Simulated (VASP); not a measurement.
Crystal: MgH2.

```
Mg H
1.0
     4.08843    0.00000    0.00000
     0.00000    4.08843    0.00000
     0.00000    0.00000    2.69837
Mg H
2 4
Direct
  0.00000 0.00000 0.00000
  0.50000 0.50000 0.50000
  0.30500 0.30500 0.00000
  0.19500 0.80500 0.50000
  0.80500 0.19500 0.50000
  0.69500 0.69500 0.00000
```

```yaml
Program: VASP 6.6.1
Task: relaxation of cell and atoms
Functional: PBEsol
Potentials_or_basis: VASP PAW PBE potentials, release 64 (Mg, H)
Cutoff: 600 eV
k_mesh: 6 × 6 × 8
Occupations: fermi-dirac, width 0.03 eV
Spin: no spin polarisation
```

At the start: pressure 26.0 GPa; volume 7.52 Å³/atom.

Q: Where does the relaxation end?

A: Over 11 steps the energy falls by 165.2 meV/atom and the volume is 9.99 Å³/atom (+32.8 %); space group P4_2/mnm (No. 136, to 0.05 Å).

The path:
```tsv
step	energy change (eV)	largest force (eV/Å)	pressure (GPa)	volume (Å³)
1	0.0000	0.2396	25.98	45.10
2	-0.8550	0.0633	7.38	53.52
3	-0.9720	0.1294	1.83	57.85
4	-0.9790	0.1418	0.49	59.16
5	-0.9791	0.1442	0.20	59.47
6	-0.9863	0.0818	0.00	59.74
7	-0.9905	0.0073	-0.23	60.16
8	-0.9905	0.0124	-0.24	60.18
9	-0.9909	0.0110	-0.04	59.99
10	-0.9910	0.0101	0.06	59.89
11	-0.9910	0.0055	0.04	59.92
```

Final structure:
```cif
data_structure
_symmetry_space_group_name_H-M 'P 1'
_symmetry_Int_Tables_number 1
_cell_length_a 4.4652
_cell_length_b 4.4652
_cell_length_c 3.0053
_cell_angle_alpha 90.000
_cell_angle_beta 90.000
_cell_angle_gamma 90.000
_cell_volume 59.92
loop_
_atom_site_label
_atom_site_type_symbol
_atom_site_fract_x
_atom_site_fract_y
_atom_site_fract_z
_atom_site_occupancy
Mg1 Mg 0.00000 0.00000 0.00000 1
Mg2 Mg 0.50000 0.50000 0.50000 1
H1 H 0.30464 0.30464 0.00000 1
H2 H 0.19536 0.80464 0.50000 1
H3 H 0.80464 0.19536 0.50000 1
H4 H 0.69536 0.69536 0.00000 1
```

Caveat: the volume moved by over 15 % at a fixed basis, so the end points are rough; the PAW data sets were made with another functional, which shifts forces and pressure a little.
